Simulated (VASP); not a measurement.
# MnO2 (P4_2/mnm) in VASP: single point with LDA

Aim: the single point of MnO2 with LDA.

Program: VASP 6.6.1. These are calculated values, not measurements. Logs are shortened: lines on timing, memory, paths and dates and some standing lists are left out, and cuts for length are marked.

## 1. The cell of the first run

Symmetry: P4_2/mnm, No. 136, tetragonal system. Conventional cell: a = 4.347 Å, b = 4.347 Å, c = 2.777 Å, α = 90.00°, β = 90.00°, γ = 90.00°. Within 2.4 Å of Mn (site symmetry mmm) lie 6 O at 1.84 to 1.86 Å. Within 2.5 Å of O (site symmetry m2m) lie 3 Mn at 1.84 to 1.86 Å and 1 O at 2.42 Å.

## 2. Single point, LDA, collinear spin, ferromagnetic start

The input, INCAR:

```
PREC = Accurate ; ENCUT = 520
EDIFF = 1E-7 ; ISMEAR = 0
SIGMA = 0.1 ; LREAL = False
LASPH = True ; NELM = 150
ALGO = Normal ; ISIF = 2
LWAVE = False ; LCHARG = False
ISPIN = 2 ; MAGMOM = 2.31 2.31 0.13 0.13 0.13 0.13
LORBIT = 11 ; LMAXMIX = 4
GGA = CA ; NBANDS = 38
```

The input, KPOINTS:

```
regular mesh
0
Gamma
  8 8 12
```

The input, POSCAR:

```
MnO2
1.0
    4.3465716817      0.0000000000      0.0000000000
    0.0000000000      4.3465716817      0.0000000000
    0.0000000000      0.0000000000      2.7773695319
Mn O
2 4
Direct
    0.0000000000      0.0000000000      0.0000000000
    0.5000000000      0.5000000000      0.5000000000
    0.1968347143      0.8031652857      0.5000000000
    0.3031652857      0.3031652857      0.0000000000
    0.6968347143      0.6968347143      0.0000000000
    0.8031652857      0.1968347143      0.5000000000
```

Potentials or basis: VASP PAW LDA potentials, release 64 (Mn_pv, O).

Run with:

```sh
cat potpaw_LDA.64/Mn_pv/POTCAR potpaw_LDA.64/O/POTCAR > POTCAR
mpirun -np 1 vasp_std > vasp.out
```

OUTCAR:

```text
PREC = Accurate
   ENCUT = 520
   EDIFF = 1E-7
   ISMEAR = 0
   LREAL = False
   LASPH = True
   NELM = 150
   ISIF = 2
   ISPIN = 2
   LORBIT = 11
   GGA = CA

 ion  position               nearest neighbor table
   1  0.000  0.000  0.000-   3 1.84   6 1.84   3 1.84   6 1.84   5 1.86   4 1.86
   2  0.500  0.500  0.500-   4 1.84   5 1.84   4 1.84   5 1.84   3 1.86   6 1.86
   3  0.197  0.803  0.500-   1 1.84   1 1.84   2 1.86
   4  0.303  0.303  0.000-   2 1.84   2 1.84   1 1.86
   5  0.697  0.697  0.000-   2 1.84   2 1.84   1 1.86
   6  0.803  0.197  0.500-   1 1.84   1 1.84   2 1.86

  LATTYP: Found a simple tetragonal cell.
 ALAT       =     4.3465716817
 C/A-ratio  =     0.6389793463

  Lattice vectors:

 A1 = (   4.3465716817,   0.0000000000,   0.0000000000)
 A2 = (   0.0000000000,   4.3465716817,   0.0000000000)
 A3 = (   0.0000000000,   0.0000000000,   2.7773695319)

Analysis of symmetry for initial positions (statically):
=====================================================================
 Subroutine PRICEL returns:
 Original cell was already a primitive cell.

 Routine SETGRP: Setting up the symmetry group for a
 simple tetragonal supercell.

 Subroutine GETGRP returns: Found 16 space group operations
 (whereof  8 operations were pure point group operations)
 out of a pool of 16 trial point group operations.

The static configuration has the point symmetry D_2h.
 The point group associated with its full space group is D_4h.

Analysis of symmetry for dynamics (positions and initial velocities):
=====================================================================
 Subroutine PRICEL returns:
 Original cell was already a primitive cell.

 Routine SETGRP: Setting up the symmetry group for a
 simple tetragonal supercell.

 Subroutine GETGRP returns: Found 16 space group operations
 (whereof  8 operations were pure point group operations)
 out of a pool of 16 trial point group operations.

The dynamic configuration has the point symmetry D_2h.
 The point group associated with its full space group is D_4h.

Analysis of structural, dynamic, and magnetic symmetry:
=====================================================================
 Subroutine PRICEL returns:
 Original cell was already a primitive cell.

 Routine SETGRP: Setting up the symmetry group for a
 simple tetragonal supercell.

 Subroutine GETGRP returns: Found 16 space group operations
 (whereof  8 operations were pure point group operations)
 out of a pool of 16 trial point group operations.

The overall configuration has the point symmetry D_2h.
 The point group associated with its full space group is D_4h.

 Subroutine INISYM returns: Found 16 space group operations
 (whereof  8 operations are pure point group operations),
 and found     1 'primitive' translations

----------------------------------------------------------------------------------------

                                     Primitive cell

  volume of cell :      52.4720

  direct lattice vectors                    reciprocal lattice vectors
     4.346571682  0.000000000  0.000000000     0.230066377  0.000000000  0.000000000
     0.000000000  4.346571682  0.000000000     0.000000000  0.230066377  0.000000000
     0.000000000  0.000000000  2.777369532     0.000000000  0.000000000  0.360052916

  length of vectors
     4.346571682  4.346571682  2.777369532     0.230066377  0.230066377  0.360052916

  position of ions in fractional coordinates (direct lattice)
     0.000000000  0.000000000  0.000000000
     0.500000000  0.500000000  0.500000000
     0.196834714  0.803165286  0.500000000
     0.303165286  0.303165286  0.000000000
     0.696834714  0.696834714  0.000000000
     0.803165286  0.196834714  0.500000000

  ion indices of the primitive-cell ions
   primitive index   ion index
                 1           1
                 2           2
                 3           3
                 4           4
                 5           5
                 6           6

----------------------------------------------------------------------------------------

[... 48 lines left out ...]
  0.375000  0.125000  0.083333     16.000000
  0.500000  0.125000  0.083333      8.000000
 [... further k-points ...]
   k-points           NKPTS =    105   k-points in BZ     NKDIM =    105   number of bands    NBANDS=     38
   number of dos      NEDOS =    301   number of ions     NIONS =      6
   total plane-waves  NPLWV =  24576
   dimension x,y,z NGX =    32 NGY =   32 NGZ =   24
   dimension x,y,z NGXF=    64 NGYF=   64 NGZF=   48
   ions per type =               2   4
   NGX,Y,Z   is equivalent  to a cutoff of  12.24, 12.24, 14.37 a.u.
   NGXF,Y,Z  is equivalent  to a cutoff of  24.48, 24.48, 28.73 a.u.
 SYSTEM =  unknown system
   PREC   = accura    normal or accurate (medium, high low for compatibility)
   ISTART =      0    job   : 0-new  1-cont  2-samecut
   ICHARG =      2    charge: 1-file 2-atom 10-const
   ISPIN  =      2    spin polarized calculation?
   LNONCOLLINEAR =      F non collinear calculations
   LSORBIT =      F    spin-orbit coupling
   LASPH  =      T    aspherical Exc in radial PAW
   ENCUT  =  520.0 eV  38.22 Ry    6.18 a.u.   8.08  8.08  5.16*2*pi/ulx,y,z
   NELM   =    150;   NELMIN=  2; NELMDL= -5     # of ELM steps
   EDIFF  = 0.1E-06   stopping-criterion for ELM
   LREAL  =      F    real-space projection
   EDIFFG = 0.1E-05   stopping-criterion for IOM
   NSW    =      0    number of steps for IOM
   IBRION =     -1    ionic relax: 0-MD 1-quasi-New 2-CG
   NFREE  =      0    steps in history (QN), initial steepest desc. (CG)
   ISIF   =      2    stress and relaxation
   ISYM   =      2    0-nonsym 1-usesym 2-fastsym
   POTIM  = 0.5000    time-step for ionic-motion
   TEBEG  =    0.0;   TEEND  =   0.0 temperature during run
   PSTRESS=    0.0 pullay stress
   NELECT =      50.0000    total number of electrons
   NUPDOWN=      -1.0000    fix difference up-down
   EMIN   =  10.00;   EMAX   =-10.00  energy-range for DOS
   EFERMI =   0.00;   METHOD = LEGACY
   ISMEAR =     0;   SIGMA  =   0.10  broadening in eV -4-tet -1-fermi 0-gaus
   EFERMI_NEDOS =   21; number of points for ismear=-14 and -15
   IALGO  =     38    algorithm
   IMIX   =      4    mixing-type and parameters
     AMIX     =   0.40;   BMIX     =  1.00
     AMIX_MAG =   1.60;   BMIX_MAG =  1.00
  volume/ion in A,a.u.               =       8.75        59.02
  Fermi-wavevector in a.u.,A,eV,Ry     =   1.610976  3.044303 35.310430  2.595243
  Thomas-Fermi vector in A             =   2.706440
   LORBIT       =     11    0 simple, 1 ext, 2 COOP (PROOUT), +10 PAW based schemes
   GGA     = CA    functional components
   LHFCALC =     F    Hartree Fock is set to
   AEXX    =    0.0000 exact exchange contribution
   IVDW    =     0    specifies the selected vdW correction
   LEPSILON=     F    determine dielectric tensor
   LRPA    =     F    only Hartree local field effects (RPA)
 spin polarized calculation
 Gauss-broadening in eV      SIGMA  =   0.10
  energy-cutoff  :      520.00
  volume of cell :       52.47
 maximum number of plane-waves:      1440
   NGX = 17   NGY = 17   NGZ = 11

 number of electron      50.0000027 magnetization       3.9847307

 Free energy of the ion-electron system (eV)
  ---------------------------------------------------
  ext. energy  EPLUGINS =         0.00000000
  ---------------------------------------------------
  free energy    TOTEN  =       -52.91997663 eV

  energy without entropy =      -52.89341240  energy(sigma->0) =      -52.90669452

 E-fermi :   6.0593     XC(G=0): -12.9464

 val. band max:        6.0580237303   @ k =   0.3750   0.3750   0.4167
 cond. band min:       6.0626020961   @ k =   0.3750   0.3750   0.0833
 fundamental gap:      0.0045783658
 Fermi energy:         6.0593045863

 spin component 1

 k-point     1 :       0.0000    0.0000    0.0000
  band No.  band energies     occupation
      1     -43.7515      1.00000
      2     -43.7409      1.00000
      3     -43.6053      1.00000
      4     -43.6053      1.00000
      5     -43.5679      1.00000
      6     -43.5679      1.00000
[... 949 lines left out ...]
     36      18.9772      0.00000
     37      21.3290      0.00000

 [... further k-points ...]

 spin component 2

 k-point     1 :       0.0000    0.0000    0.0000
  band No.  band energies     occupation
      1     -41.8986      1.00000
      2     -41.8986      1.00000
      3     -41.8314      1.00000
      4     -41.8314      1.00000
      5     -41.7654      1.00000
      6     -41.7532      1.00000
[... 949 lines left out ...]
     36      19.3155      0.00000
     37      21.5815      0.00000

 [... further k-points ...]

 [bands above 37 left out]

------------------------ aborting loop because EDIFF is reached ----------------------------------------

  FORCE on cell =-STRESS in cart. coord.  units (eV):
  Direction    XX          YY          ZZ          XY          YZ          ZX
  --------------------------------------------------------------------------------------
  -------------------------------------------------------------------------------------
  Total       -0.6943628     -0.6943628     -0.5406002     -0.0000000      0.0000000      0.0000000
  in kB      -21.2016501    -21.2016501    -16.5066692     -0.0000000      0.0000000      0.0000000
  external PRESSURE =     -19.6366565 kB  Pullay stress =       0.0000000 kB

 VOLUME and BASIS-vectors are now :
 -----------------------------------------------------------------------------
  energy-cutoff  :      520.00
  volume of cell :       52.47
      direct lattice vectors                 reciprocal lattice vectors
     4.346571682  0.000000000  0.000000000     0.230066377  0.000000000  0.000000000
     0.000000000  4.346571682  0.000000000     0.000000000  0.230066377  0.000000000
     0.000000000  0.000000000  2.777369532     0.000000000  0.000000000  0.360052916

 POSITION                                       TOTAL-FORCE (eV/Angst)
 -----------------------------------------------------------------------------------
      0.00000      0.00000      0.00000         0.000000      0.000000      0.000000
      2.17329      2.17329      1.38868         0.000000      0.000000      0.000000
      0.85556      3.49102      1.38868         0.111123     -0.111123      0.000000
      1.31773      1.31773      0.00000        -0.111123     -0.111123      0.000000
      3.02884      3.02884      0.00000         0.111123      0.111123      0.000000
      3.49102      0.85556      1.38868        -0.111123      0.111123      0.000000
 -----------------------------------------------------------------------------------
    total drift:                                0.000000      0.000000      0.000000

  FREE ENERGIE OF THE ION-ELECTRON SYSTEM (eV)
  ---------------------------------------------------
  free  energy   TOTEN  =       -52.9199766302 eV

  energy  without entropy=      -52.8934124030  energy(sigma->0) =      -52.90669452

 total charge

# of ion       s       p       d       tot
------------------------------------------
    1        0.380   6.525   5.062  11.967
    2        0.380   6.525   5.062  11.967
    3        1.561   3.450   0.000   5.011
    4        1.561   3.450   0.000   5.011
    5        1.561   3.450   0.000   5.011
    6        1.561   3.450   0.000   5.011
--------------------------------------------------
tot          7.002  26.852  10.124  43.979

 magnetization (x)

# of ion       s       p       d       tot
------------------------------------------
    1        0.012   0.022   1.756   1.790
    2        0.012   0.022   1.756   1.790
    3        0.000   0.066   0.000   0.066
    4        0.000   0.066   0.000   0.066
    5        0.000   0.066   0.000   0.066
    6        0.000   0.066   0.000   0.066
--------------------------------------------------
tot          0.026   0.306   3.513   3.845
```

Wall time 3.7 min (1 thread of Intel Xeon Platinum 8488C (Sapphire Rapids), shared host); peak memory 0.36 GiB.

Results:

```yaml
Free_energy: -52.9200 eV
Pressure: -2.0 GPa
Largest_force: 0.157 eV/Å
Band_gap_on_the_k_mesh: zero (filled and empty bands overlap)
Net_moment: 3.98 μB per cell
Site_moments: Mn +1.79; O +0.07 μB
Valence_electrons_inside_the_program's_atomic_spheres: Mn 11.97; O 5.01
```

Forces on the atoms (eV/Å):
```
Mn   0.000  0.000  0.000
Mn   0.000  0.000  0.000
O    0.111 -0.111  0.000
O   -0.111 -0.111  0.000
O    0.111  0.111  0.000
O   -0.111  0.111  0.000
```

Stress tensor (GPa, compression positive):
```
-2.12  0.00  0.00
 0.00 -2.12  0.00
 0.00  0.00 -1.65
```

Levels at points of the mesh, in eV from the Fermi level:
Spin up:
```csv
k point,band 24,band 25,band 26,band 27,band 28,band 29,band 30,band 31
"(0.00, 0.00, 0.00)",-1.92,-1.68,-1.68,-0.87,0.32,0.57,3.06,3.06
"(0.50, 0.00, 0.00)",-1.43,-1.00,-1.00,-0.19,-0.19,2.54,2.54,2.75
"(0.50, 0.50, 0.00)",-2.28,-1.90,-1.90,0.40,0.40,1.99,1.99,3.03
"(0.00, 0.00, 0.50)",-1.35,-0.70,-0.70,0.18,0.18,1.65,1.65,2.26
"(0.50, 0.00, 0.50)",-2.20,-1.36,-1.36,0.35,0.35,0.80,0.80,3.66
"(0.50, 0.50, 0.50)",-1.35,-0.89,-0.89,-0.53,-0.53,2.28,2.28,2.29
```
Spin down:
```
           k point  band 19  band 20  band 21  band 22  band 23  band 24  band 25  band 26  band 27  band 28
(0.00, 0.00, 0.00)    -1.91    -1.50    -1.50    -1.10    -0.63    -0.30    -0.14    -0.14    -0.04     1.59
(0.50, 0.00, 0.00)    -3.25    -3.25    -1.87    -1.87     0.13     0.13     0.53     0.53     1.15     1.15
(0.50, 0.50, 0.00)    -2.80    -2.80    -2.50    -2.50    -0.58    -0.58    -0.13    -0.13     1.60     1.60
(0.00, 0.00, 0.50)    -4.01    -4.01    -3.07    -3.07     0.62     0.62     0.65     0.65     1.51     1.51
(0.50, 0.00, 0.50)    -3.74    -3.74    -2.25    -2.25    -0.61    -0.61     0.65     0.65     1.63     1.63
(0.50, 0.50, 0.50)    -2.70    -2.70    -2.01    -2.01     0.28     0.28     0.68     0.68     0.85     0.85
```

Caveat: semilocal functionals often make such compounds metallic where correlation or magnetic order opens a gap, which also shifts bond lengths; only a ferromagnetic start was run, and an antiferromagnetic order may lie lower in energy. With open d or f shells a metallic result of LDA can be an artefact of self-interaction; +U or a hybrid may open a gap.
